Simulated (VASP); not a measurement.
Here is a VASP 6.6.1 calculation.

Contents of POSCAR:

```
GaN
1.0
    3.2785913828      0.0000000000      0.0000000000
   -1.6392956914      2.8393434261      0.0000000000
    0.0000000000      0.0000000000      5.1058422989
Ga N
2 2
Direct
    0.3333333333      0.6666666667      0.9991101046
    0.6666666667      0.3333333333      0.4991101046
    0.3333333333      0.6666666667      0.3758898954
    0.6666666667      0.3333333333      0.8758898954
```

INCAR.step1

```
SYSTEM = GaN
PREC = Accurate
ENCUT = 520
ISMEAR = 0
SIGMA = 0.05
LREAL = .FALSE.
LASPH = .TRUE.
NELM = 60
NBANDS = 26
GGA = PE
ALGO = Normal
EDIFF = 1E-4
LWAVE = .TRUE.
LCHARG = .FALSE.
```

INCAR.step2

```
SYSTEM = GaN
PREC = Accurate
ENCUT = 520
EDIFF = 1E-6
ISMEAR = 0
SIGMA = 0.05
LREAL = .FALSE.
LASPH = .TRUE.
NELM = 60
ALGO = Normal
ISIF = 2
LWAVE = .FALSE.
LCHARG = .FALSE.
METAGGA = R2SCAN
LMIXTAU = .TRUE.
NBANDS = 26
ISTART = 1
```

File KPOINTS:

```
Automatic mesh
0
G
  12 12 6
  0 0 0
```

Potentials or basis: VASP PAW PBE potentials, release 64 (Ga_d, N).

The run is started by

```sh
$ cat potpaw_PBE.64/Ga_d/POTCAR potpaw_PBE.64/N/POTCAR > POTCAR
$ cp INCAR.step1 INCAR
$ mpirun -np 1 vasp_std > vasp.out
$ cp INCAR.step2 INCAR
$ mpirun -np 1 vasp_std > vasp.out
```

(1) Predict the pressure.

(2) Predict the largest force.

(3) What does it give for the band gap on the k mesh?

Answers

(1) -6.5 GPa.

(2) 0.456 eV/Å.

(3) 2.03 eV.

Caveat: the cell differs from its parent crystal (strain +0.030 along x and y, -0.015 along z); the stress differs along the axes, from -12 to 4 GPa; the PAW data sets were made with another functional, which shifts forces and pressure a little.
